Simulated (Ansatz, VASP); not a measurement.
Ir in VASP and in Ansatz

```
CELL_PARAMETERS angstrom
2.72080 0.00000 0.00000
-1.36040 2.35628 0.00000
0.00000 0.00000 4.40669
ATOMIC_POSITIONS crystal
Ir 0.33333 0.66667 0.25000
Ir 0.66667 0.33333 0.75000
```

Alike in both runs: task electric field gradients; functional PBE; k mesh 15 × 15 × 8; occupations fermi-dirac, width 0.03 eV; no spin polarisation; Hubbard terms Ir d U = 4.0 eV.

```csv
,VASP,Ansatz
version,VASP 6.6.1,Ansatz 0.2.0
potentials or method,"VASP PAW PBE potentials, release 64 (Ir)","PAW with Ansatz's default frozen-core files, scalar-relativistic"
plane-wave cutoff (eV),520,420
valence electrons in the cell,18,34
```

Ansatz gave:

* gap on the k mesh at the Fermi level (eV): none
* pressure (GPa): 9.6
* traceless stress, the component that is largest in VASP (GPa): -0.05

**Question.** Estimate VASP's values.

**Answer.** gap on the k mesh at the Fermi level (eV): none; pressure (GPa): -5.4; traceless stress, the component that is largest in VASP (GPa): 0.02.

The programs project onto different local orbitals, so the same U acts differently, and such runs can settle in different states. A gap of «none» marks a metal or a gap that the smearing closes. VASP's potentials hold 18 valence electrons a cell and Ansatz's 34, so a difference there can come from the potentials and not from the codes. Ansatz's warnings: filled band counts differ across k points.

Spin-orbit coupling is off throughout.
